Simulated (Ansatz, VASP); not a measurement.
Two plane-wave programs on CsH

POSCAR

```
CsH
1.0
    0.0000000000      3.1880000000      3.1880000000
    3.1880000000      0.0000000000      3.1880000000
    3.1880000000      3.1880000000      0.0000000000
Cs H
1 1
Direct
    0.0098023839      0.0098023839     -0.0098023839
    0.5000000000      0.5000000000      0.5000000000
```

The input INCAR.step1:

```
SYSTEM = CsH
PREC = Accurate
ENCUT = 520
ISMEAR = 0
SIGMA = 0.05
LREAL = .FALSE.
LASPH = .TRUE.
NELM = 60
NBANDS = 12
GGA = PE
ALGO = Normal
EDIFF = 1E-4
LWAVE = .TRUE.
LCHARG = .FALSE.
```

INCAR.step2

```
SYSTEM = CsH
PREC = Accurate
ENCUT = 520
EDIFF = 1E-7
ISMEAR = 0
SIGMA = 0.05
LREAL = .FALSE.
LASPH = .TRUE.
NELM = 60
ALGO = Normal
ISIF = 2
LWAVE = .FALSE.
LCHARG = .FALSE.
METAGGA = R2SCAN
LMIXTAU = .TRUE.
NBANDS = 12
ISTART = 1
```

Contents of KPOINTS:

```
regular mesh
0
G
  6 6 6
  0 0 0
```

Input for Ansatz:

```yaml
crystal:
  lattice:
    - [0.0, 3.188, 3.188]
    - [3.188, 0.0, 3.188]
    - [3.188, 3.188, 0.0]
  atoms:
    - { symbol: Cs, position: [0.0098023839, 0.0098023839, -0.0098023839] }
    - { symbol: H, position: [0.5, 0.5, 0.5] }
basis:
  ecutwfc: 500
kpoints:
  mp_grid: { grid: [6, 6, 6] }
hamiltonian:
  xc: r2scan
scf:
  occupations: { method: gaussian, width: 0.05 }
output:
  forces: true
  stress: true
  eigenvalues: true
```

Change from the starting cell: all Cs atoms moved +0.062 Å, as atom 1 along Cartesian [0 0 1].

Alike in both runs: task single point; functional r2SCAN; k mesh 6 × 6 × 6; occupations gaussian, width 0.05 eV; no spin polarisation.

|  | VASP | Ansatz |
| --- | --- | --- |
| version | VASP 6.6.1 | Ansatz 0.2.0 |
| potentials or method | VASP PAW PBE potentials, release 64 (Cs_sv, H), cutoff 520 eV | scalar-relativistic, plane waves, PAW |
| valence electrons in the cell | 10 | 10 |

VASP gave:

```
gap on the k mesh at the Fermi level (eV) : 2.67
least direct gap on the mesh (eV)         : 2.67
pressure (GPa)                            : 0.0
rms of the force components (eV/Å)        : 0.022
```

Q: Which values does Ansatz return?

A: gap on the k mesh at the Fermi level (eV): 2.68; least direct gap on the mesh (eV): 2.68; pressure (GPa): 0.0; rms of the force components (eV/Å): 0.022.

VASP's potentials were made for PBE, not for r2SCAN. Atom by atom the forces differ by 0.000 eV/Å (rms over components).

Neither program's run includes spin-orbit coupling.
